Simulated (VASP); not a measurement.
# B (P-1) in VASP: single point with PBE

Aim: the single point of B with PBE.

Everything below comes from runs of VASP 6.6.1. Logs are shortened: lines on timing, memory, paths and dates and some standing lists are left out, and cuts for length are marked.

**1. The cell of the first run**

The typed cell holds 8 atoms: a = 2.902 Å, b = 2.991 Å, c = 6.892 Å, α = 97.60°, β = 93.56°, γ = 116.40°.

**2. Single point, PBE**

INCAR

```
SYSTEM = B
  PREC = Accurate
  ENCUT = 520
  EDIFF = 1E-7
  ISMEAR = 0
  SIGMA = 0.1
  LREAL = .FALSE.
  LASPH = .TRUE.
  NELM = 80
  ALGO = Normal
  ISIF = 2
  LWAVE = .FALSE.
  LCHARG = .TRUE.
  GGA = PE
  LELF = .TRUE.
  LVHAR = .TRUE.
  NBANDS = 22
```

KPOINTS

```
Automatic mesh
0
G
  14 14 6
  0 0 0
```

POSCAR

```
B
1.0
    2.9022186314      0.0055532650     -0.0022639993
   -1.3348702243      2.6762778237     -0.0014571275
   -0.4208645520     -1.2251156025      6.7695115966
B
8
Direct
    0.1023660400      0.2335073110      0.7947274584
    0.2484634318      0.4780383045      0.2963661988
    0.8264301920      0.1685057908      0.0512540309
    0.8521524555      0.6828478468      0.4580099369
    0.1735698080      0.8314942092      0.9487459691
    0.1478475445      0.3171521532      0.5419900631
    0.7515365682      0.5219616955      0.7036338012
    0.8976339600      0.7664926890      0.2052725416
```

Potentials or basis: VASP PAW PBE potentials, release 64 (B).

Run with:

```console
cat potpaw_PBE.64/B/POTCAR > POTCAR
mpirun -np 1 vasp_std > vasp.out
```

OUTCAR:

```text
SYSTEM = B
   PREC = Accurate
   ENCUT = 520
   EDIFF = 1E-7
   ISMEAR = 0
   LREAL = .FALSE.
   LASPH = .TRUE.
   NELM = 80
   ISIF = 2
   GGA = PE

 ion  position               nearest neighbor table
   1  0.102  0.234  0.795-   7 1.74   5 1.77   6 1.80   5 1.87   7 1.88   7 1.90   3 1.98
   2  0.248  0.478  0.296-   8 1.74   4 1.82   6 1.83   3 1.88   8 1.88   4 1.88   8 1.90
   3  0.826  0.169  0.051-   5 1.75   8 1.77   5 1.83   8 1.87   2 1.88   1 1.98   5 2.03
   4  0.852  0.683  0.458-   6 1.69   6 1.79   8 1.80   2 1.82   7 1.83   2 1.88   6 2.01
   5  0.174  0.831  0.949-   3 1.75   1 1.77   3 1.83   1 1.87   7 1.88   8 1.98   3 2.03
   6  0.148  0.317  0.542-   4 1.69   4 1.79   1 1.80   7 1.82   2 1.83   7 1.88   4 2.01
   7  0.752  0.522  0.704-   1 1.74   6 1.82   4 1.83   5 1.88   1 1.88   6 1.88   1 1.90
   8  0.898  0.766  0.205-   2 1.74   3 1.77   4 1.80   3 1.87   2 1.88   2 1.90   5 1.98

  LATTYP: Found a triclinic cell.
 ALAT       =     2.9022248274
 B/A-ratio  =     3.5484414941
 C/A-ratio  =     1.0703008953
 COS(alpha) =     0.0022466749
 COS(beta)  =     0.5062302058
 COS(gamma) =     0.6511421732

  Lattice vectors:

 A1 = (  -2.9022186314,  -0.0055532650,   0.0022639993)
 A2 = (  -6.7184429351,   3.8902868962,  -6.7664407255)
 A3 = (  -1.5673484071,  -2.6818310887,   0.0037211268)

Analysis of symmetry for initial positions (statically):
=====================================================================
 Subroutine PRICEL returns:
 Original cell was already a primitive cell.

 Routine SETGRP: Setting up the symmetry group for a
 triclinic supercell.

 Subroutine GETGRP returns: Found  2 space group operations
 (whereof  2 operations were pure point group operations)
 out of a pool of  2 trial point group operations.

The static configuration has the point symmetry S_2 .

Analysis of symmetry for dynamics (positions and initial velocities):
=====================================================================
 Subroutine PRICEL returns:
 Original cell was already a primitive cell.

 Routine SETGRP: Setting up the symmetry group for a
 triclinic supercell.

 Subroutine GETGRP returns: Found  2 space group operations
 (whereof  2 operations were pure point group operations)
 out of a pool of  2 trial point group operations.

The dynamic configuration has the point symmetry S_2 .
[... 114 lines left out ...]
   NSW    =      0    number of steps for IOM
   IBRION =     -1    ionic relax: 0-MD 1-quasi-New 2-CG
   NFREE  =      0    steps in history (QN), initial steepest desc. (CG)
   ISIF   =      2    stress and relaxation
   ISYM   =      2    0-nonsym 1-usesym 2-fastsym
   POTIM  = 0.5000    time-step for ionic-motion
   TEBEG  =    0.0;   TEEND  =   0.0 temperature during run
   PSTRESS=    0.0 pullay stress
   NELECT =      24.0000    total number of electrons
   NUPDOWN=      -1.0000    fix difference up-down
   EMIN   =  10.00;   EMAX   =-10.00  energy-range for DOS
   EFERMI =   0.00;   METHOD = LEGACY
   ISMEAR =     0;   SIGMA  =   0.10  broadening in eV -4-tet -1-fermi 0-gaus
   EFERMI_NEDOS =   21; number of points for ismear=-14 and -15
   IALGO  =     38    algorithm
   IMIX   =      4    mixing-type and parameters
     AMIX     =   0.40;   BMIX     =  1.00
     AMIX_MAG =   1.60;   BMIX_MAG =  1.00
  volume/ion in A,a.u.               =       6.58        44.39
  Fermi-wavevector in a.u.,A,eV,Ry     =   1.260179  2.381394 21.606760  1.588052
  Thomas-Fermi vector in A             =   2.393702
   LORBIT       =      0    0 simple, 1 ext, 2 COOP (PROOUT), +10 PAW based schemes
   GGA     = PE    functional components
   LHFCALC =     F    Hartree Fock is set to
   AEXX    =    0.0000 exact exchange contribution
   IVDW    =     0    specifies the selected vdW correction
   LEPSILON=     F    determine dielectric tensor
   LRPA    =     F    only Hartree local field effects (RPA)
 non-spin polarized calculation
 Gauss-broadening in eV      SIGMA  =   0.10
  energy-cutoff  :      520.00
  volume of cell :       52.62
 maximum number of plane-waves:      1435
 NGX is ok and might be reduce to    24
   NGX = 11   NGY = 11   NGZ = 25

 number of electron      24.0000000 magnetization

 Free energy of the ion-electron system (eV)
  ---------------------------------------------------
  ext. energy  EPLUGINS =         0.00000000
  ---------------------------------------------------
  free energy    TOTEN  =       -50.48317004 eV

  energy without entropy =      -50.47960954  energy(sigma->0) =      -50.48138979

 E-fermi :   8.0473     XC(G=0): -12.2489

 val. band max:        8.0407967535   @ k =  -0.0714   0.1429   0.0000
 cond. band min:       8.0474424845   @ k =   0.3571  -0.0000   0.0000
 fundamental gap:      0.0066457311
 Fermi energy:         8.0473488994

 k-point     1 :       0.0000    0.0000    0.0000
  band No.  band energies     occupation
      1      -9.0669      2.00000
      2      -6.6205      2.00000
      3      -6.4594      2.00000
      4      -0.0335      2.00000
      5       1.4994      2.00000
      6       4.4322      2.00000
[... 589 lines left out ...]
     21      15.8252      0.00000
     22      16.5422      0.00000

 [... further k-points ...]

------------------------ aborting loop because EDIFF is reached ----------------------------------------

  FORCE on cell =-STRESS in cart. coord.  units (eV):
  Direction    XX          YY          ZZ          XY          YZ          ZX
  --------------------------------------------------------------------------------------
  -------------------------------------------------------------------------------------
  Total        0.0079243      0.0141899     -0.0096760     -0.0078160      0.0037847      0.0121242
  in kB        0.2412859      0.4320658     -0.2946251     -0.2379903      0.1152395      0.3691702
  external PRESSURE =       0.1262422 kB  Pullay stress =       0.0000000 kB

 VOLUME and BASIS-vectors are now :
 -----------------------------------------------------------------------------
  energy-cutoff  :      520.00
  volume of cell :       52.62
      direct lattice vectors                 reciprocal lattice vectors
     2.902218631  0.005553265 -0.002263999     0.344276294  0.171746240  0.052485719
    -1.334870224  2.676277824 -0.001457128    -0.000661730  0.373359995  0.067527864
    -0.420864552 -1.225115603  6.769511597     0.000114998  0.000137804  0.147753233

 POSITION                                       TOTAL-FORCE (eV/Angst)
 -----------------------------------------------------------------------------------
     -0.34909     -0.34813      5.37934         0.002620      0.000114      0.002068
     -0.04175      0.91766      2.00500         0.002499     -0.001457      0.002793
      2.15198      0.39277      0.34485         0.002596      0.002397      0.001047
      1.36886      1.27111      3.09758        -0.000920     -0.008248     -0.004516
     -1.00549      1.06395      6.42094        -0.002596     -0.002397     -0.001047
     -0.22238      0.18561      3.66821         0.000920      0.008248      0.004516
      1.18824      0.53906      4.76080        -0.002499      0.001457     -0.002793
      1.49557      1.80485      1.38645        -0.002620     -0.000114     -0.002068
 -----------------------------------------------------------------------------------
    total drift:                                0.000000     -0.000000     -0.000000

  FREE ENERGIE OF THE ION-ELECTRON SYSTEM (eV)
  ---------------------------------------------------
  free  energy   TOTEN  =       -50.4831700409 eV

  energy  without entropy=      -50.4796095388  energy(sigma->0) =      -50.48138979
```

stdout:

```text
POSCAR found type information on POSCAR B
 POSCAR found :  1 types and       8 ions
 scaLAPACK will be used
 LDA part: xc-table for (Slater+PW92), standard interpolation
 POSCAR, INCAR and KPOINTS ok, starting setup
 FFT: planning ... GRIDC
 FFT: planning ... GRID_SOFT
 FFT: planning ... GRID
 WAVECAR not read
 entering main loop
```

Wall time 4.3 min (1 thread of Intel Xeon 6975P-C (Granite Rapids), shared host); peak memory 0.53 GiB.

Results:

* Free energy: -50.4832 eV
* Pressure: 0.0 GPa
* Largest force: 0.009 eV/Å
* Band gap on the k mesh: zero (bands 12 and 13 overlap by 2.24 eV)

Forces on the atoms (eV/Å):
```
B    0.003  0.000  0.002
B    0.002 -0.001  0.003
B    0.003  0.002  0.001
B   -0.001 -0.008 -0.005
B   -0.003 -0.002 -0.001
B    0.001  0.008  0.005
B   -0.002  0.001 -0.003
B   -0.003  0.000 -0.002
```

Levels at points of the mesh, in eV from the Fermi level:
| k point | band 10 | band 11 | band 12 | band 13 | band 14 | band 15 |
| --- | --- | --- | --- | --- | --- | --- |
| (0.00, 0.00, 0.00) | -1.27 | -0.78 | 1.05 | 1.37 | 2.35 | 2.65 |
| (0.50, 0.00, 0.00) | -3.85 | -3.11 | -1.52 | -0.56 | 1.62 | 1.69 |
| (0.00, 0.50, 0.00) | -2.98 | -2.79 | -1.75 | 0.18 | 2.59 | 3.23 |
| (0.50, 0.50, 0.00) | -4.48 | -3.98 | -2.32 | 0.99 | 1.86 | 2.86 |
| (0.00, 0.00, 0.50) | -1.62 | 0.10 | 0.12 | 1.33 | 1.58 | 2.59 |
| (0.50, 0.00, 0.50) | -4.21 | -2.26 | -1.41 | 0.14 | 0.39 | 1.70 |
| (0.00, 0.50, 0.50) | -3.11 | -2.99 | -0.65 | 0.84 | 1.21 | 2.87 |
| (0.50, 0.50, 0.50) | -4.54 | -4.41 | -2.46 | 1.47 | 2.05 | 3.42 |
